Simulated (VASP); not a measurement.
**La2Fe2S2O3: single point with PBE+U**

Crystal: La2Fe2S2O3.

```
CELL_PARAMETERS angstrom
-2.02388 2.02388 9.09222
2.02388 -2.02388 9.09222
2.02388 2.02388 -9.09222
ATOMIC_POSITIONS crystal
La 0.18180 0.18180 0.00000
La 0.81820 0.81820 0.00000
Fe 0.50000 0.00000 0.50000
Fe 0.00000 0.50000 0.50000
S 0.40492 0.40492 0.00000
S 0.59508 0.59508 0.00000
O 0.75000 0.25000 0.50000
O 0.25000 0.75000 0.50000
O 0.00000 0.00000 0.00000
```

```
Program             : VASP 6.6.1
Task                : single point
Functional          : PBE
Potentials or basis : VASP PAW PBE potentials, release 64 (La, Fe, S, O)
Cutoff              : 520 eV
k mesh              : 5 × 5 × 5
Occupations         : gaussian, width 0.05 eV
Spin                : collinear spin, ferromagnetic start
Starting moments    : [0.0, 0.0, 4.0, 4.0, 0.0, 0.0, 0.0, 0.0, 0.0] μB
Hubbard terms       : Fe d U = 4.0 eV
```

The pressure is 1.2 GPa and the largest force is 0.171 eV/Å. The band gap on the k mesh is 1.15 eV (least direct gap 1.27 eV) and the net moment is 8.00 μB per cell. The site moments are La +0.01; Fe +3.67; S +0.10; O +0.01, +0.18 (each value once) μB and the valence electrons inside the program's atomic spheres are La 8.57; Fe 6.78; S 3.74; O 5.04.

Forces in eV/Å, atoms in the order of the input:
```
La   0.000  0.000  0.042
La   0.000  0.000 -0.042
Fe   0.000  0.000  0.000
Fe   0.000  0.000  0.000
S    0.000  0.000  0.171
S    0.000  0.000 -0.171
O    0.000  0.000  0.000
O    0.000  0.000  0.000
O    0.000  0.000  0.000
```

Stress tensor (GPa, compression positive):
```
1.75 0.00 0.00
0.00 1.75 0.00
0.00 0.00 0.01
```

Levels at points of the mesh, in eV from the valence-band top:
Spin up:
| k point | band 35 | band 36 | band 37 | band 38 | band 39 | band 40 | band 41 | band 42 |
| --- | --- | --- | --- | --- | --- | --- | --- | --- |
| (0.00, 0.00, 0.00) | -0.82 | -0.41 | -0.32 | -0.32 | 2.80 | 3.22 | 3.45 | 3.94 |
Spin down:
```tsv
k point	band 28	band 29	band 30	band 31	band 32	band 33
(0.00, 0.00, 0.00)	-0.71	-0.70	-0.27	1.15	2.25	2.85
```

Eigenvalues of the final occupation matrices:
| site | spin | trace | eigenvalues |
| --- | --- | --- | --- |
| site 3 d | 1 | 4.88 | 0.95 0.97 0.97 0.98 1.01 |
| site 3 d | 2 | 1.24 | 0.04 0.05 0.08 0.16 0.91 |
| site 4 d | 1 | 4.88 | 0.95 0.97 0.97 0.98 1.01 |
| site 4 d | 2 | 1.24 | 0.04 0.05 0.08 0.16 0.91 |

Run time: 30 min on 1 thread of Intel(R) Xeon(R) Platinum 8259CL CPU @ 2.50GHz (Skylake/Cascade Lake), with other jobs on the host, peak memory 1.1 GiB.

Caveat: spin-orbit coupling is left out, which moves the levels of the heavy elements; the run started ferromagnetic, and an antiferromagnetic order may lie lower in energy. The state reached can hang on the start; a lower one may exist.
